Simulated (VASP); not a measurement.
# GaP (ha.bA) (F-43m) in VASP: further runs

Runs on GaP (ha.bA). Level: PBE. Tasks: single point.

Everything below comes from runs of VASP 6.6.1. Logs are shortened: lines on timing, memory, paths and dates and some standing lists are left out, and cuts for length are marked.

## 1. The cell of the first run

Symmetry: F-43m, No. 216, cubic system. Conventional cell: a = 5.507 Å, b = 5.507 Å, c = 5.507 Å, α = 90.00°, β = 90.00°, γ = 90.00°. Ga (site symmetry -43m) has 4 P at 2.38 Å within 3.1 Å. Within 3.1 Å of P (site symmetry -43m) lie 4 Ga at 2.38 Å.

## 2. Single point, PBE

File INCAR:

```
SYSTEM = GaP
PREC     = Accurate       ! precision mode
ENCUT    = 500            ! plane-wave cutoff, eV
EDIFF    = 1E-6           ! SCF threshold, eV
ISMEAR   = 0              ! smearing method
SIGMA    = 0.02           ! smearing width, eV
LREAL    = .FALSE.        ! projectors in reciprocal space
LASPH    = .TRUE.         ! aspherical terms in the spheres
NELM     = 120            ! most SCF steps
ALGO     = Normal         ! electronic algorithm
ISIF     = 2              ! what is computed and relaxed
LWAVE    = .FALSE.        ! write WAVECAR
LCHARG   = .FALSE.        ! write CHGCAR
GGA      = PE             ! functional
NBANDS   = 16             ! bands
GGA_COMPAT= .FALSE.
```

File KPOINTS:

```
regular mesh
0
G
  8 8 8
  0 0 0
```

File POSCAR:

```
GaP
1.0
    0.0000000000      2.7533029097      2.7533029097
    2.7533029097      0.0000000000      2.7533029097
    2.7533029097      2.7533029097      0.0000000000
Ga P
1 1
Direct
    0.0000000000      0.0000000000      0.0000000000
    0.2500000000      0.2500000000      0.2500000000
```

Potentials or basis: VASP PAW PBE potentials, release 64 (Ga_d, P).

The run is started by

```
> cat potpaw_PBE.64/Ga_d/POTCAR potpaw_PBE.64/P/POTCAR > POTCAR
> mpirun -np 1 vasp_std > vasp.out
```

OUTCAR:

```text
SYSTEM = GaP
   PREC = Accurate
   ENCUT = 500
   EDIFF = 1E-6
   ISMEAR = 0
   LREAL = .FALSE.
   LASPH = .TRUE.
   NELM = 120
   ISIF = 2
   GGA = PE

 ion  position               nearest neighbor table
   1  0.000  0.000  0.000-   2 2.38   2 2.38   2 2.38   2 2.38
   2  0.250  0.250  0.250-   1 2.38   1 2.38   1 2.38   1 2.38

  LATTYP: Found a face centered cubic cell.
 ALAT       =     5.5066058194

  Lattice vectors:

 A1 = (   0.0000000000,   2.7533029097,   2.7533029097)
 A2 = (   2.7533029097,   0.0000000000,   2.7533029097)
 A3 = (   2.7533029097,   2.7533029097,   0.0000000000)

Analysis of symmetry for initial positions (statically):
=====================================================================
 Subroutine PRICEL returns:
 Original cell was already a primitive cell.

 Routine SETGRP: Setting up the symmetry group for a
 face centered cubic supercell.

 Subroutine GETGRP returns: Found 24 space group operations
 (whereof 24 operations were pure point group operations)
 out of a pool of 48 trial point group operations.

The static configuration has the point symmetry T_d .

Analysis of symmetry for dynamics (positions and initial velocities):
=====================================================================
 Subroutine PRICEL returns:
 Original cell was already a primitive cell.

 Routine SETGRP: Setting up the symmetry group for a
 face centered cubic supercell.

 Subroutine GETGRP returns: Found 24 space group operations
 (whereof 24 operations were pure point group operations)
 out of a pool of 48 trial point group operations.

The dynamic configuration has the point symmetry T_d .

 Subroutine INISYM returns: Found 24 space group operations
 (whereof 24 operations are pure point group operations),
 and found     1 'primitive' translations

----------------------------------------------------------------------------------------

                                     Primitive cell

  volume of cell :      41.7438

  direct lattice vectors                    reciprocal lattice vectors
     0.000000000  2.753302910  2.753302910    -0.181600070  0.181600070  0.181600070
     2.753302910  0.000000000  2.753302910     0.181600070 -0.181600070  0.181600070
     2.753302910  2.753302910  0.000000000     0.181600070  0.181600070 -0.181600070

  length of vectors
     3.893758316  3.893758316  3.893758316     0.314540547  0.314540547  0.314540547

  position of ions in fractional coordinates (direct lattice)
     0.000000000  0.000000000  0.000000000
     0.250000000  0.250000000  0.250000000

  ion indices of the primitive-cell ions
   primitive index   ion index
                 1           1
                 2           2

----------------------------------------------------------------------------------------

 KPOINTS: regular mesh

Automatic generation of k-mesh.
 Grid dimensions read from file:
 generate k-points for:    8    8    8

 Generating k-lattice:

  Cartesian coordinates                     Fractional coordinates (reciprocal lattice)
    -0.022700009  0.022700009  0.022700009     0.125000000  0.000000000  0.000000000
     0.022700009 -0.022700009  0.022700009     0.000000000  0.125000000  0.000000000
     0.022700009  0.022700009 -0.022700009     0.000000000  0.000000000  0.125000000

  Length of vectors
     0.039317568  0.039317568  0.039317568

  Shift w.r.t. Gamma in fractional coordinates (k-lattice)
     0.000000000  0.000000000  0.000000000

 Subroutine IBZKPT returns following result:
 ===========================================

 Found     29 irreducible k-points:

 Following reciprocal coordinates:
            Coordinates               Weight
  0.000000  0.000000  0.000000      1.000000
  0.125000  0.000000  0.000000      8.000000
  0.250000  0.000000  0.000000      8.000000
  0.375000  0.000000  0.000000      8.000000
  0.500000  0.000000  0.000000      4.000000
  0.125000  0.125000  0.000000      6.000000
[... 16 lines left out ...]
  0.500000  0.250000  0.125000     48.000000
 -0.375000  0.250000  0.125000     24.000000
 [... further k-points ...]
   k-points           NKPTS =     29   k-points in BZ     NKDIM =     29   number of bands    NBANDS=     16
   number of dos      NEDOS =    301   number of ions     NIONS =      2
   total plane-waves  NPLWV =  21952
   dimension x,y,z NGX =    28 NGY =   28 NGZ =   28
   dimension x,y,z NGXF=    56 NGYF=   56 NGZF=   56
   ions per type =               1   1
   NGX,Y,Z   is equivalent  to a cutoff of  11.95, 11.95, 11.95 a.u.
   NGXF,Y,Z  is equivalent  to a cutoff of  23.91, 23.91, 23.91 a.u.
 SYSTEM =  GaP
   PREC   = accura    normal or accurate (medium, high low for compatibility)
   ISTART =      0    job   : 0-new  1-cont  2-samecut
   ICHARG =      2    charge: 1-file 2-atom 10-const
   ISPIN  =      1    spin polarized calculation?
   LNONCOLLINEAR =      F non collinear calculations
   LSORBIT =      F    spin-orbit coupling
   LASPH  =      T    aspherical Exc in radial PAW
   ENCUT  =  500.0 eV  36.75 Ry    6.06 a.u.   7.10  7.10  7.10*2*pi/ulx,y,z
   NELM   =    120;   NELMIN=  2; NELMDL= -5     # of ELM steps
   EDIFF  = 0.1E-05   stopping-criterion for ELM
   LREAL  =      F    real-space projection
   EDIFFG = 0.1E-04   stopping-criterion for IOM
   NSW    =      0    number of steps for IOM
   IBRION =     -1    ionic relax: 0-MD 1-quasi-New 2-CG
   NFREE  =      0    steps in history (QN), initial steepest desc. (CG)
   ISIF   =      2    stress and relaxation
   ISYM   =      2    0-nonsym 1-usesym 2-fastsym
   POTIM  = 0.5000    time-step for ionic-motion
   TEBEG  =    0.0;   TEEND  =   0.0 temperature during run
   PSTRESS=    0.0 pullay stress
   NELECT =      18.0000    total number of electrons
   NUPDOWN=      -1.0000    fix difference up-down
   EMIN   =  10.00;   EMAX   =-10.00  energy-range for DOS
   EFERMI =   0.00;   METHOD = LEGACY
   ISMEAR =     0;   SIGMA  =   0.02  broadening in eV -4-tet -1-fermi 0-gaus
   EFERMI_NEDOS =   21; number of points for ismear=-14 and -15
   IALGO  =     38    algorithm
   IMIX   =      4    mixing-type and parameters
     AMIX     =   0.40;   BMIX     =  1.00
     AMIX_MAG =   1.60;   BMIX_MAG =  1.00
  volume/ion in A,a.u.               =      20.87       140.85
  Fermi-wavevector in a.u.,A,eV,Ry     =   1.236806  2.337225 20.812692  1.529690
  Thomas-Fermi vector in A             =   2.371400
   LORBIT       =      0    0 simple, 1 ext, 2 COOP (PROOUT), +10 PAW based schemes
   GGA     = PE    functional components
   LHFCALC =     F    Hartree Fock is set to
   AEXX    =    0.0000 exact exchange contribution
   IVDW    =     0    specifies the selected vdW correction
   LEPSILON=     F    determine dielectric tensor
   LRPA    =     F    only Hartree local field effects (RPA)
 non-spin polarized calculation
 Gauss-broadening in eV      SIGMA  =   0.02
  energy-cutoff  :      500.00
  volume of cell :       41.74
 maximum number of plane-waves:      1068
   NGX = 15   NGY = 15   NGZ = 15

 number of electron      18.0000009 magnetization

 Free energy of the ion-electron system (eV)
  ---------------------------------------------------
  ext. energy  EPLUGINS =         0.00000000
  ---------------------------------------------------
  free energy    TOTEN  =        -9.12546146 eV

  energy without entropy =       -9.12546146  energy(sigma->0) =       -9.12546146

 E-fermi :   4.4986     XC(G=0):  -9.6937

 val. band max:        4.3437679860   @ k =   0.0000   0.0000   0.0000
 cond. band min:       5.9169592183   @ k =   0.0000   0.0000   0.0000
 fundamental gap:      1.5731912323
 Fermi energy:         4.4986393294

 k-point     1 :       0.0000    0.0000    0.0000
  band No.  band energies     occupation
      1     -10.1587      2.00000
      2     -10.1587      2.00000
      3     -10.1587      2.00000
      4     -10.0681      2.00000
      5     -10.0681      2.00000
      6      -7.9212      2.00000
[... 8 lines left out ...]
     15      14.0882      0.00000
     16      14.0882      0.00000

 k-point     2 :       0.1250    0.0000    0.0000
  band No.  band energies     occupation
      1     -10.1705      2.00000
      2     -10.1545      2.00000
      3     -10.1545      2.00000
      4     -10.0681      2.00000
      5     -10.0681      2.00000
      6      -7.7270      2.00000
[... 8 lines left out ...]
     15      13.4828      0.00000
     16      13.9002      0.00000

 k-point     3 :       0.2500    0.0000    0.0000
  band No.  band energies     occupation
      1     -10.1968      2.00000
      2     -10.1454      2.00000
      3     -10.1454      2.00000
      4     -10.0669      2.00000
      5     -10.0669      2.00000
      6      -7.1769      2.00000
[... 8 lines left out ...]
     15      13.2987      0.00000
     16      14.1881      0.00000

 k-point     4 :       0.3750    0.0000    0.0000
  band No.  band energies     occupation
      1     -10.2210      2.00000
      2     -10.1385      2.00000
      3     -10.1385      2.00000
      4     -10.0636      2.00000
      5     -10.0636      2.00000
      6      -6.4146      2.00000
[... 8 lines left out ...]
     15      14.4535      0.00000
     16      14.4535      0.00000
[... 324 lines left out ...]
 k-point    22 :       0.3750    0.2500    0.1250
  band No.  band energies     occupation
      1     -10.2180      2.00000
      2     -10.1346      2.00000
      3     -10.1311      2.00000
      4     -10.0775      2.00000
      5     -10.0599      2.00000
      6      -6.7085      2.00000
[... 8 lines left out ...]
     15      15.3441      0.00000
     16      16.5694      0.00000

 k-point    23 :       0.5000    0.2500    0.1250
  band No.  band energies     occupation
      1     -10.2319      2.00000
      2     -10.1312      2.00000
      3     -10.1228      2.00000
      4     -10.0756      2.00000
      5     -10.0600      2.00000
      6      -5.9918      2.00000
[... 8 lines left out ...]
     15      15.7208      0.00000
     16      17.0388      0.00000

 k-point    24 :      -0.3750    0.2500    0.1250
  band No.  band energies     occupation
      1     -10.2370      2.00000
      2     -10.1307      2.00000
      3     -10.1199      2.00000
      4     -10.0725      2.00000
      5     -10.0615      2.00000
      6      -5.5661      2.00000
[... 8 lines left out ...]
     15      16.2357      0.00000
     16      16.6760      0.00000

 [... further k-points ...]

------------------------ aborting loop because EDIFF is reached ----------------------------------------

  FORCE on cell =-STRESS in cart. coord.  units (eV):
  Direction    XX          YY          ZZ          XY          YZ          ZX
  --------------------------------------------------------------------------------------
  -------------------------------------------------------------------------------------
  Total       -0.0261670     -0.0261670     -0.0261670     -0.0000000     -0.0000000     -0.0000000
  in kB       -1.0043210     -1.0043210     -1.0043210     -0.0000000     -0.0000000     -0.0000000
  external PRESSURE =      -1.0043210 kB  Pullay stress =       0.0000000 kB

 VOLUME and BASIS-vectors are now :
 -----------------------------------------------------------------------------
  energy-cutoff  :      500.00
  volume of cell :       41.74
      direct lattice vectors                 reciprocal lattice vectors
     0.000000000  2.753302910  2.753302910    -0.181600070  0.181600070  0.181600070
     2.753302910  0.000000000  2.753302910     0.181600070 -0.181600070  0.181600070
     2.753302910  2.753302910  0.000000000     0.181600070  0.181600070 -0.181600070

 POSITION                                       TOTAL-FORCE (eV/Angst)
 -----------------------------------------------------------------------------------
      0.00000      0.00000      0.00000        -0.000000     -0.000000     -0.000000
      1.37665      1.37665      1.37665         0.000000      0.000000      0.000000
 -----------------------------------------------------------------------------------
    total drift:                                0.000001      0.000001      0.000001

  FREE ENERGIE OF THE ION-ELECTRON SYSTEM (eV)
  ---------------------------------------------------
  free  energy   TOTEN  =        -9.1254614577 eV

  energy  without entropy=       -9.1254614577  energy(sigma->0) =       -9.12546146
```

Wall time 14 s (1 thread of Intel Xeon Platinum 8259CL at 2.50GHz (Skylake/Cascade Lake), shared host); peak memory 0.16 GiB.

What came out:

- Free energy: -9.1255 eV
- Pressure: -0.1 GPa
- Band gap on the k mesh: 1.57 eV, direct

Levels at points of the mesh, in eV from the valence-band top:
```csv
k point,band 7,band 8,band 9,band 10,band 11,band 12
"(0.00, 0.00, 0.00)",0.00,0.00,0.00,1.57,3.90,3.90
"(0.50, 0.00, 0.00)",-6.46,-1.07,-1.07,1.58,4.73,4.73
"(0.50, 0.50, 0.00)",-6.61,-2.58,-2.58,1.72,1.85,10.37
```

A k mesh can miss the band edges. Expect the measured gap to be larger: semilocal functionals such as PBE lack the derivative discontinuity.

## 3. Single point, PBE

File INCAR:

```
SYSTEM = GaP
PREC = Accurate
ENCUT = 500
EDIFF = 1E-6
ISMEAR = 0
SIGMA = 0.02
LREAL = .FALSE.
LASPH = .TRUE.
NELM = 120
ALGO = Normal
ISIF = 2
LWAVE = .FALSE.
LCHARG = .FALSE.
GGA = PE
NBANDS = 16
GGA_COMPAT = .FALSE.
```

File KPOINTS:

```
regular mesh
0
G
  10 10 10
  0 0 0
```

POSCAR is that of step 2.

Potentials or basis: VASP PAW PBE potentials, release 64 (Ga_d, P).

The run is started by

```
> cat potpaw_PBE.64/Ga_d/POTCAR potpaw_PBE.64/P/POTCAR > POTCAR
> mpirun -np 1 vasp_std > vasp.out
```

OUTCAR:

```text
SYSTEM = GaP
   PREC = Accurate
   ENCUT = 500
   EDIFF = 1E-6
   ISMEAR = 0
   LREAL = .FALSE.
   LASPH = .TRUE.
   NELM = 120
   ISIF = 2
   GGA = PE

 ion  position               nearest neighbor table
   1  0.000  0.000  0.000-   2 2.38   2 2.38   2 2.38   2 2.38
   2  0.250  0.250  0.250-   1 2.38   1 2.38   1 2.38   1 2.38

  LATTYP: Found a face centered cubic cell.
 ALAT       =     5.5066058194

  Lattice vectors:

 A1 = (   0.0000000000,   2.7533029097,   2.7533029097)
 A2 = (   2.7533029097,   0.0000000000,   2.7533029097)
 A3 = (   2.7533029097,   2.7533029097,   0.0000000000)

Analysis of symmetry for initial positions (statically):
=====================================================================
 Subroutine PRICEL returns:
 Original cell was already a primitive cell.

 Routine SETGRP: Setting up the symmetry group for a
 face centered cubic supercell.

 Subroutine GETGRP returns: Found 24 space group operations
 (whereof 24 operations were pure point group operations)
 out of a pool of 48 trial point group operations.

The static configuration has the point symmetry T_d .

Analysis of symmetry for dynamics (positions and initial velocities):
[... 162 lines left out ...]
 cond. band min:       5.9160328533   @ k =   0.0000   0.0000   0.0000
 fundamental gap:      1.5735377216
 Fermi energy:         4.4331456691

 k-point     1 :       0.0000    0.0000    0.0000
  band No.  band energies     occupation
      1     -10.1584      2.00000
      2     -10.1584      2.00000
      3     -10.1584      2.00000
      4     -10.0677      2.00000
      5     -10.0677      2.00000
      6      -7.9222      2.00000
[... 433 lines left out ...]
      3     -10.1135      2.00000
      4     -10.0893      2.00000
      5     -10.0530      2.00000
      6      -6.0254      2.00000
[... 8 lines left out ...]
     15      16.0421      0.00000
     16      17.8860      0.00000

 [... further k-points ...]

------------------------ aborting loop because EDIFF is reached ----------------------------------------

  FORCE on cell =-STRESS in cart. coord.  units (eV):
  Direction    XX          YY          ZZ          XY          YZ          ZX
  --------------------------------------------------------------------------------------
  -------------------------------------------------------------------------------------
  Total       -0.0247953     -0.0247953     -0.0247953      0.0000000     -0.0000000     -0.0000000
  in kB       -0.9516745     -0.9516745     -0.9516745      0.0000000     -0.0000000     -0.0000000
  external PRESSURE =      -0.9516745 kB  Pullay stress =       0.0000000 kB

 VOLUME and BASIS-vectors are now :
 -----------------------------------------------------------------------------
  energy-cutoff  :      500.00
  volume of cell :       41.74
      direct lattice vectors                 reciprocal lattice vectors
     0.000000000  2.753302910  2.753302910    -0.181600070  0.181600070  0.181600070
     2.753302910  0.000000000  2.753302910     0.181600070 -0.181600070  0.181600070
     2.753302910  2.753302910  0.000000000     0.181600070  0.181600070 -0.181600070

 POSITION                                       TOTAL-FORCE (eV/Angst)
 -----------------------------------------------------------------------------------
      0.00000      0.00000      0.00000         0.000000      0.000000      0.000000
      1.37665      1.37665      1.37665         0.000000     -0.000000     -0.000000
 -----------------------------------------------------------------------------------
    total drift:                                0.000001      0.000001      0.000001

  FREE ENERGIE OF THE ION-ELECTRON SYSTEM (eV)
  ---------------------------------------------------
  free  energy   TOTEN  =        -9.1274772539 eV

  energy  without entropy=       -9.1274772539  energy(sigma->0) =       -9.12747725
```

OSZICAR:

```text
N       E                     dE             d eps       ncg     rms          rms(c)
DAV:   1     0.779302366303E+02    0.77930E+02   -0.87760E+03  1560   0.154E+03
DAV:   2    -0.330379949994E+01   -0.81234E+02   -0.76996E+02  1680   0.296E+02
DAV:   3    -0.928760396349E+01   -0.59838E+01   -0.59631E+01  1936   0.643E+01
DAV:   4    -0.938555015361E+01   -0.97946E-01   -0.97920E-01  1832   0.888E+00
DAV:   5    -0.938743249705E+01   -0.18823E-02   -0.18822E-02  1968   0.106E+00    0.410E+00
DAV:   6    -0.915121231722E+01    0.23622E+00   -0.37757E-01  2336   0.101E+01    0.270E+00
DAV:   7    -0.912659042065E+01    0.24622E-01   -0.89653E-02  2008   0.196E+00    0.109E+00
DAV:   8    -0.912692278360E+01   -0.33236E-03   -0.12908E-02  1744   0.136E+00    0.175E-01
DAV:   9    -0.912732836144E+01   -0.40558E-03   -0.13144E-03  1912   0.507E-01    0.831E-02
DAV:  10    -0.912740397339E+01   -0.75612E-04   -0.11295E-04  2328   0.108E-01    0.418E-02
DAV:  11    -0.912747764285E+01   -0.73669E-04   -0.10198E-04  1752   0.835E-02    0.515E-03
DAV:  12    -0.912747725393E+01    0.38892E-06   -0.29157E-06  1808   0.218E-02
   1 F= -.91274773E+01 E0= -.91274773E+01  d E =-.405012E-13
```

stdout:

```text
POSCAR found type information on POSCAR GaP
 POSCAR found :  2 types and       2 ions
 scaLAPACK will be used
 LDA part: xc-table for (Slater+PW92), standard interpolation
 POSCAR, INCAR and KPOINTS ok, starting setup
 FFT: planning ... GRIDC
 FFT: planning ... GRID_SOFT
 FFT: planning ... GRID
 WAVECAR not read
 entering main loop
```

It took 21 s on 1 thread of Intel Xeon Platinum 8259CL at 2.50GHz (Skylake/Cascade Lake), shared host; peak memory 0.17 GiB.

What came out:

- Free energy: -9.1275 eV
- Pressure: -0.1 GPa
- Band gap on the k mesh: 1.57 eV, direct

Levels at points of the mesh, in eV from the valence-band top:
| k point | band 7 | band 8 | band 9 | band 10 | band 11 | band 12 |
| --- | --- | --- | --- | --- | --- | --- |
| (0.00, 0.00, 0.00) | 0.00 | 0.00 | 0.00 | 1.57 | 3.90 | 3.90 |
| (0.50, 0.00, 0.00) | -6.46 | -1.07 | -1.07 | 1.58 | 4.73 | 4.73 |
| (0.50, 0.50, 0.00) | -6.61 | -2.58 | -2.58 | 1.72 | 1.85 | 10.37 |

A k mesh can miss the band edges. Expect the measured gap to be larger: semilocal functionals such as PBE lack the derivative discontinuity.
